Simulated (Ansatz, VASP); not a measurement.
One calculation of Mn, two programs

```xyz
1
Lattice="2.3325 0.0000 0.0000 0.0000 2.3325 0.0000 0.0000 0.0000 2.3325" Properties=species:S:1:pos:R:3 pbc="T T T"
Mn    0.0000    0.0000    0.0000
```

Alike in both runs: task relaxation of cell and atoms; functional r2SCAN; k mesh 13 × 13 × 13; occupations fermi-dirac, width 0.1 eV; no spin polarisation.

```csv
,VASP,Ansatz
version,VASP 6.6.1,Ansatz 0.2.0
potentials or method,"VASP PAW PBE potentials, release 64 (Mn_pv), cutoff 600 eV","plane waves (500 eV) with PAW, scalar-relativistic"
valence electrons in the cell,13,15
```

```tsv
	VASP	Ansatz	Ansatz less VASP
relaxed volume (Å³/atom)	11.57	11.54	-0.029
relaxed cell length with the largest relative difference (Å)	2.261	2.260	-0.0019
```

VASP's potentials were made for PBE, not for r2SCAN. VASP's potentials hold 13 valence electrons a cell and Ansatz's 15, so a difference there can come from the potentials and not from the codes.
